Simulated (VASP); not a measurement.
**Zr: electric field gradients with PBE**

The system is Zr.

```
Zr
1.0
     0.00000    2.22452    2.22452
     2.22452    0.00000    2.22452
     2.22452    2.22452    0.00000
Zr
1
Direct
  0.00000 0.00000 0.00000
```

This cell differs from its parent crystal: volume scaled by 0.96.

| Property | Result |
| --- | --- |
| Program | VASP 6.6.1 |
| Task | electric field gradients |
| Functional | PBE |
| Potentials or basis | VASP PAW PBE potentials, release 64 (Zr_sv) |
| Cutoff | 520 eV |
| k mesh | 16 × 16 × 16 |
| Occupations | fermi-dirac, width 0.05 eV |
| Spin | no spin polarisation |
| Dipole correction | no |
| Further INCAR settings | ALGO = Normal; EDIFF = 1e-08; NBANDS = 12 |

The pressure is 5.1 GPa and the band gap on the k mesh is zero (band 6 reaches 10.52 eV, above the bottom of band 7 at 9.12 eV).

Levels at points of the mesh, in eV from the Fermi level:
```tsv
k point	band 3	band 4	band 5	band 6	band 7	band 8	band 9	band 10
(0.00, 0.00, 0.00)	-26.05	-26.05	-5.65	0.98	0.98	0.98	3.58	3.58
(0.50, 0.00, 0.00)	-26.19	-26.19	-3.09	0.78	0.78	1.31	5.50	5.50
(0.50, 0.50, 0.00)	-26.45	-26.45	-3.21	-2.39	3.31	5.51	6.05	6.05
```

Wall time 20 s on 1 thread of Intel Xeon 6975P-C, with other jobs on the host, peak memory 0.16 GiB.

Caveat: without QUAD_EFG the Cq values of the log hold for a quadrupole moment of 1 mb, not for the nuclei.
